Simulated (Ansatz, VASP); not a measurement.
## Two plane-wave programs on Rh

```xyz
1
Lattice="-1.5198 1.5198 1.5198 1.5198 -1.5198 1.5198 1.5198 1.5198 -1.5198" Properties=species:S:1:pos:R:3 pbc="T T T"
Rh    0.0000    0.0000    0.0000
```

Alike in both runs: functional PBE; dispersion D3(BJ); k mesh 20 × 20 × 20; occupations gaussian, width 0.1 eV; no spin polarisation.

Ansatz relaxed the structure, and its values are those at the end. VASP's run is a single point on that final structure, the one shown.

```csv
,VASP,Ansatz
version,VASP 6.6.1,Ansatz 0.2.0
potentials or method,"VASP PAW PBE potentials, release 64 (Rh_pv), cutoff 500 eV","scalar-relativistic, plane waves, PAW"
valence electrons in the cell,15,17
```

|  | VASP | Ansatz | Ansatz less VASP |
| --- | --- | --- | --- |
| gap on the k mesh at the Fermi level (eV) | none | none | - |
| pressure (GPa) | 0.0 | 0.0 | -0.05 |

A gap of «none» marks a metal or a gap that the smearing closes. VASP's potentials hold 15 valence electrons a cell and Ansatz's 17, so a difference there can come from the potentials and not from the codes.
